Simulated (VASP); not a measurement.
# Si3Te (P6/mmm) in VASP: notebook

Si3Te is run at these levels: PBE; tasks: single point, relaxation of cell and atoms.

Program: VASP 6.6.1. These are calculated values, not measurements. Logs are shortened: lines on timing, memory, paths and dates and some standing lists are left out, and cuts for length are marked.

## (1) The cell of the first run

The structure is hexagonal, space group P6/mmm (No. 191). The conventional cell has a = 5.919 Å, b = 5.919 Å, c = 2.641 Å, α = 90.00°, β = 90.00°, γ = 120.00°. Si (site symmetry mmm) has 6 Si at 2.64 to 2.96 Å and 2 Te at 2.96 Å within 3.5 Å. Within 3.5 Å of Te (site symmetry 6/mmm) lie 2 Te at 2.64 Å and 6 Si at 2.96 Å.

The cell was generated, and may not be a known phase.

## (2) Single point, PBE

The input, INCAR:

```
ALGO     = Normal         # electronic algorithm
EDIFF    = 1E-7           # SCF threshold, eV
ENCUT    = 520            # plane-wave cutoff, eV
GGA      = PE             # functional
ISIF     = 2              # what is computed and relaxed
ISMEAR   = 0              # smearing method
LASPH    = T              # aspherical terms in the spheres
LCHARG   = F              # write CHGCAR
LREAL    = F              # projectors in reciprocal space
LWAVE    = F              # write WAVECAR
NBANDS   = 17             # bands
NELM     = 80             # most SCF steps
PREC     = Accurate       # precision mode
SIGMA    = 0.1            # smearing width, eV
```

The input, KPOINTS:

```
k-points
0
Gamma
  3 3 6
```

The input, POSCAR:

```
Si3Te
1.0
    5.9185935468      0.0000000000      0.0000000000
   -2.9592967734      5.1256523662      0.0000000000
    0.0000000000      0.0000000000      2.6414368954
Si Te
3 1
Direct
    0.5000000000      0.0000000000      0.5000000000
    0.0000000000      0.5000000000      0.5000000000
    0.5000000000      0.5000000000      0.5000000000
    0.0000000000      0.0000000000      0.5000000000
```

Potentials or basis: VASP PAW PBE potentials, release 64 (Si, Te).

Run with:

```
> cat potpaw_PBE.64/Si/POTCAR potpaw_PBE.64/Te/POTCAR > POTCAR
> mpirun -np 1 vasp_std > vasp.out
```

OUTCAR:

```text
EDIFF = 1E-7
   ENCUT = 520
   GGA = PE
   ISIF = 2
   ISMEAR = 0
   LASPH = T
   LREAL = F
   NELM = 80
   PREC = Accurate

 ion  position               nearest neighbor table
   1  0.500  0.000  0.500-   2 2.96   3 2.96   3 2.96   2 2.96   4 2.96   4 2.96
   2  0.000  0.500  0.500-   1 2.96   4 2.96   4 2.96   1 2.96   3 2.96   3 2.96
   3  0.500  0.500  0.500-   1 2.96   4 2.96   1 2.96   4 2.96   2 2.96   2 2.96
   4  0.000  0.000  0.500-   2 2.96   3 2.96   2 2.96   3 2.96   1 2.96   1 2.96

  LATTYP: Found a hexagonal cell.
 ALAT       =     5.9185935468
 C/A-ratio  =     0.4462946939

  Lattice vectors:

 A1 = (   5.9185935468,   0.0000000000,   0.0000000000)
 A2 = (  -2.9592967734,   5.1256523662,   0.0000000000)
 A3 = (   0.0000000000,   0.0000000000,   2.6414368954)

Analysis of symmetry for initial positions (statically):
=====================================================================
 Subroutine PRICEL returns:
 Original cell was already a primitive cell.

 Routine SETGRP: Setting up the symmetry group for a
 hexagonal supercell.

 Subroutine GETGRP returns: Found 24 space group operations
 (whereof 24 operations were pure point group operations)
 out of a pool of 24 trial point group operations.

The static configuration has the point symmetry D_6h.

Analysis of symmetry for dynamics (positions and initial velocities):
=====================================================================
 Subroutine PRICEL returns:
 Original cell was already a primitive cell.

 Routine SETGRP: Setting up the symmetry group for a
 hexagonal supercell.

 Subroutine GETGRP returns: Found 24 space group operations
 (whereof 24 operations were pure point group operations)
 out of a pool of 24 trial point group operations.

The dynamic configuration has the point symmetry D_6h.

 Subroutine INISYM returns: Found 24 space group operations
 (whereof 24 operations are pure point group operations),
 and found     1 'primitive' translations

----------------------------------------------------------------------------------------

                                     Primitive cell

  volume of cell :      80.1324

  direct lattice vectors                    reciprocal lattice vectors
     5.918593547  0.000000000  0.000000000     0.168959060  0.097548559  0.000000000
    -2.959296773  5.125652366  0.000000000     0.000000000  0.195097117  0.000000000
     0.000000000  0.000000000  2.641436895     0.000000000  0.000000000  0.378581825

  length of vectors
     5.918593547  5.918593547  2.641436895     0.195097117  0.195097117  0.378581825

  position of ions in fractional coordinates (direct lattice)
     0.500000000  0.000000000  0.500000000
     1.000000000  0.500000000  0.500000000
     0.500000000  0.500000000  0.500000000
     0.000000000  0.000000000  0.500000000

  ion indices of the primitive-cell ions
   primitive index   ion index
                 1           1
                 2           2
                 3           3
                 4           4

----------------------------------------------------------------------------------------

 KPOINTS: k-points

Automatic generation of k-mesh.
 Grid dimensions read from file:
 generate k-points for:    3    3    6

 Generating k-lattice:

  Cartesian coordinates                     Fractional coordinates (reciprocal lattice)
     0.056319687  0.032516186  0.000000000     0.333333333 -0.000000000  0.000000000
     0.000000000  0.065032372  0.000000000     0.000000000  0.333333333  0.000000000
     0.000000000  0.000000000  0.063096971     0.000000000  0.000000000  0.166666667

  Length of vectors
     0.065032372  0.065032372  0.063096971

  Shift w.r.t. Gamma in fractional coordinates (k-lattice)
     0.000000000  0.000000000  0.000000000

 Subroutine IBZKPT returns following result:
 ===========================================

 Found     12 irreducible k-points:

 Following reciprocal coordinates:
            Coordinates               Weight
  0.000000  0.000000  0.000000      1.000000
  0.333333  0.000000  0.000000      6.000000
  0.333333  0.333333  0.000000      2.000000
  0.000000  0.000000  0.166667      2.000000
  0.333333  0.000000  0.166667     12.000000
  0.333333  0.333333  0.166667      4.000000
  0.000000  0.000000  0.333333      2.000000
  0.333333  0.000000  0.333333     12.000000
  0.333333  0.333333  0.333333      4.000000
  0.000000  0.000000  0.500000      1.000000
  0.333333  0.000000  0.500000      6.000000
  0.333333  0.333333  0.500000      2.000000
   k-points           NKPTS =     12   k-points in BZ     NKDIM =     12   number of bands    NBANDS=     17
   number of dos      NEDOS =    301   number of ions     NIONS =      4
   total plane-waves  NPLWV =  46080
   dimension x,y,z NGX =    48 NGY =   48 NGZ =   20
   dimension x,y,z NGXF=    96 NGYF=   96 NGZF=   40
   ions per type =               3   1
   NGX,Y,Z   is equivalent  to a cutoff of  13.48, 13.48, 12.59 a.u.
   NGXF,Y,Z  is equivalent  to a cutoff of  26.97, 26.97, 25.18 a.u.
 SYSTEM =  unknown system
   PREC   = accura    normal or accurate (medium, high low for compatibility)
   ISTART =      0    job   : 0-new  1-cont  2-samecut
   ICHARG =      2    charge: 1-file 2-atom 10-const
   ISPIN  =      1    spin polarized calculation?
   LNONCOLLINEAR =      F non collinear calculations
   LSORBIT =      F    spin-orbit coupling
   LASPH  =      T    aspherical Exc in radial PAW
   ENCUT  =  520.0 eV  38.22 Ry    6.18 a.u.  11.00 11.00  4.91*2*pi/ulx,y,z
   NELM   =     80;   NELMIN=  2; NELMDL= -5     # of ELM steps
   EDIFF  = 0.1E-06   stopping-criterion for ELM
   LREAL  =      F    real-space projection
   EDIFFG = 0.1E-05   stopping-criterion for IOM
   NSW    =      0    number of steps for IOM
   IBRION =     -1    ionic relax: 0-MD 1-quasi-New 2-CG
   NFREE  =      0    steps in history (QN), initial steepest desc. (CG)
   ISIF   =      2    stress and relaxation
   ISYM   =      2    0-nonsym 1-usesym 2-fastsym
   POTIM  = 0.5000    time-step for ionic-motion
   TEBEG  =    0.0;   TEEND  =   0.0 temperature during run
   PSTRESS=    0.0 pullay stress
   NELECT =      18.0000    total number of electrons
   NUPDOWN=      -1.0000    fix difference up-down
   EMIN   =  10.00;   EMAX   =-10.00  energy-range for DOS
   EFERMI =   0.00;   METHOD = LEGACY
   ISMEAR =     0;   SIGMA  =   0.10  broadening in eV -4-tet -1-fermi 0-gaus
   EFERMI_NEDOS =   21; number of points for ismear=-14 and -15
   IALGO  =     38    algorithm
   IMIX   =      4    mixing-type and parameters
     AMIX     =   0.40;   BMIX     =  1.00
     AMIX_MAG =   1.60;   BMIX_MAG =  1.00
  volume/ion in A,a.u.               =      20.03       135.19
  Fermi-wavevector in a.u.,A,eV,Ry     =   0.995168  1.880595 13.474655  0.990359
  Thomas-Fermi vector in A             =   2.127169
   LORBIT       =      0    0 simple, 1 ext, 2 COOP (PROOUT), +10 PAW based schemes
   GGA     = PE    functional components
   LHFCALC =     F    Hartree Fock is set to
   AEXX    =    0.0000 exact exchange contribution
   IVDW    =     0    specifies the selected vdW correction
   LEPSILON=     F    determine dielectric tensor
   LRPA    =     F    only Hartree local field effects (RPA)
 non-spin polarized calculation
 Gauss-broadening in eV      SIGMA  =   0.10
  energy-cutoff  :      520.00
  volume of cell :       80.13
 maximum number of plane-waves:      2202
 NGX is ok and might be reduce to    48
   NGX = 21   NGY = 21   NGZ =  9

 number of electron      18.0000000 magnetization

 Free energy of the ion-electron system (eV)
  ---------------------------------------------------
  ext. energy  EPLUGINS =         0.00000000
  ---------------------------------------------------
  free energy    TOTEN  =       -16.71963014 eV

  energy without entropy =      -16.70820330  energy(sigma->0) =      -16.71391672

 E-fermi :   7.9338     XC(G=0): -10.2989

 val. band max:        7.9033162641   @ k =   0.3333   0.0000   0.1667
 cond. band min:       8.5664794226   @ k =   0.3333   0.0000   0.3333
 fundamental gap:      0.6631631585
 Fermi energy:         7.9337732853

 k-point     1 :       0.0000    0.0000    0.0000
  band No.  band energies     occupation
      1      -6.8896      2.00000
      2      -1.8567      2.00000
      3       0.4820      2.00000
      4       0.4820      2.00000
      5       1.1229      2.00000
      6       1.1229      2.00000
[... 9 lines left out ...]
     16      14.0880      0.00000
     17      15.4037      0.00000

 k-point     2 :       0.3333    0.0000    0.0000
  band No.  band energies     occupation
      1      -6.7198      2.00000
      2      -2.5622      2.00000
      3      -0.7418      2.00000
      4      -0.4278      2.00000
      5       3.0090      2.00000
      6       3.2484      2.00000
[... 9 lines left out ...]
     16      16.4701      0.00000
     17      17.4780      0.00000

 k-point     3 :       0.3333    0.3333    0.0000
  band No.  band energies     occupation
      1      -6.6245      2.00000
      2      -2.3418      2.00000
      3      -2.3418      2.00000
      4       0.8457      2.00000
      5       3.3912      2.00000
      6       3.3912      2.00000
[... 9 lines left out ...]
     16      17.7124      0.00000
     17      17.7124      0.00000

 k-point     4 :       0.0000    0.0000    0.1667
  band No.  band energies     occupation
      1      -6.2875      2.00000
      2      -1.2887      2.00000
      3       1.0444      2.00000
      4       1.0444      2.00000
      5       1.6793      2.00000
      6       1.6793      2.00000
[... 9 lines left out ...]
     16      14.5662      0.00000
     17      14.6101      0.00000
[... 103 lines left out ...]
      1      -2.4176      2.00000
      2       0.2656      2.00000
      3       2.6884      2.00000
      4       4.0172      2.00000
      5       4.4564      2.00000
      6       4.4564      2.00000
[... 9 lines left out ...]
     16      13.3818      0.00000
     17      13.5849      0.00000

 k-point    11 :       0.3333    0.0000    0.5000
  band No.  band energies     occupation
      1      -2.1899      2.00000
      2       0.4347      2.00000
      3       1.5181      2.00000
      4       3.5083      2.00000
      5       3.5593      2.00000
      6       3.7694      2.00000
[... 9 lines left out ...]
     16      12.5081      0.00000
     17      13.7752      0.00000

 k-point    12 :       0.3333    0.3333    0.5000
  band No.  band energies     occupation
      1      -2.0546      2.00000
      2       0.5296      2.00000
      3       1.6619      2.00000
      4       1.6619      2.00000
      5       4.0427      2.00000
      6       4.0427      2.00000
[... 9 lines left out ...]
     16      12.2723      0.00000
     17      12.2723      0.00000

------------------------ aborting loop because EDIFF is reached ----------------------------------------

  FORCE on cell =-STRESS in cart. coord.  units (eV):
  Direction    XX          YY          ZZ          XY          YZ          ZX
  --------------------------------------------------------------------------------------
  -------------------------------------------------------------------------------------
  Total       -0.0132159     -0.0132159      0.0730687     -0.0000000      0.0000000      0.0000000
  in kB       -0.2642406     -0.2642406      1.4609462     -0.0000000      0.0000000      0.0000000
  external PRESSURE =       0.3108217 kB  Pullay stress =       0.0000000 kB

 VOLUME and BASIS-vectors are now :
 -----------------------------------------------------------------------------
  energy-cutoff  :      520.00
  volume of cell :       80.13
      direct lattice vectors                 reciprocal lattice vectors
     5.918593547  0.000000000  0.000000000     0.168959060  0.097548559  0.000000000
    -2.959296773  5.125652366  0.000000000     0.000000000  0.195097117  0.000000000
     0.000000000  0.000000000  2.641436895     0.000000000  0.000000000  0.378581825

 POSITION                                       TOTAL-FORCE (eV/Angst)
 -----------------------------------------------------------------------------------
      2.95930      0.00000      1.32072         0.000000      0.000000      0.000000
     -1.47965      2.56283      1.32072         0.000000      0.000000      0.000000
      1.47965      2.56283      1.32072        -0.000000      0.000000      0.000000
      0.00000      0.00000      1.32072         0.000000      0.000000      0.000000
 -----------------------------------------------------------------------------------
    total drift:                               -0.000000      0.000000     -0.000000

  FREE ENERGIE OF THE ION-ELECTRON SYSTEM (eV)
  ---------------------------------------------------
  free  energy   TOTEN  =       -16.7196301415 eV

  energy  without entropy=      -16.7082033014  energy(sigma->0) =      -16.71391672
```

It took 51 s on 1 thread of Intel Xeon 8259CL, shared host; peak memory 0.18 GiB.

What came out:

- Free energy: -16.7196 eV
- Pressure: 0.0 GPa
- Band gap on the k mesh: zero (bands 9 and 10 overlap by 4.83 eV)

Caveat: the k points lie up to 0.41 Å⁻¹ apart, too coarse for converged energies and pressures of a metal; spin-orbit coupling is left out, which moves the levels of the heavy elements.

(Continued in part 2 of 2.)

The gap in the log of VASP goes by the Fermi energy; the results here count the filled bands.